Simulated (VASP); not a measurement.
Wanted: the native input for a VASP 6.6.1 run.

- Task: single point
- Functional: PBE
- Potentials or basis: VASP PAW PBE potentials, release 64 (Na_pv, H)
- Cutoff: 520 eV
- k mesh: 6 × 6 × 6
- Occupations: gaussian, width 0.01 eV
- Spin: no spin polarisation
- Dipole correction: no
- Further INCAR settings: ALGO = Normal; EDIFF = 1e-06; NBANDS = 11

The structure of NaH lies in POSCAR:

```
NaH
1.0
    0.0000000000      2.3975116371      2.3975116371
    2.3975116371      0.0000000000      2.3975116371
    2.3975116371      2.3975116371      0.0000000000
Na H
1 1
Direct
    0.0000000000      0.0000000000      0.0000000000
    0.5000000000      0.5000000000      0.5000000000
```

One way to write it, as run:

INCAR

```
  PREC = Accurate
  ENCUT = 520
  EDIFF = 1E-6
  ISMEAR = 0
  SIGMA = 0.01
  LREAL = F
  LASPH = T
  NELM = 100
  ALGO = Normal
  ISIF = 2
  LWAVE = F
  LCHARG = F
  GGA = PE
  NBANDS = 11
```

KPOINTS

```
regular mesh
0
Gamma
  6 6 6
```

Potentials or basis: VASP PAW PBE potentials, release 64 (Na_pv, H).

Run with:

```console
$ cat potpaw_PBE.64/Na_pv/POTCAR potpaw_PBE.64/H/POTCAR > POTCAR
$ mpirun -np 1 vasp_std > vasp.out
```

Results of the run:

* Pressure: 0.5 GPa
* Band gap on the k mesh: 3.85 eV, indirect (least direct gap 4.67 eV)

Run time: 4.2 s on 1 thread of Intel(R) Xeon(R) 6975P-C (Granite Rapids), with other jobs on the host, peak memory 0.14 GiB.
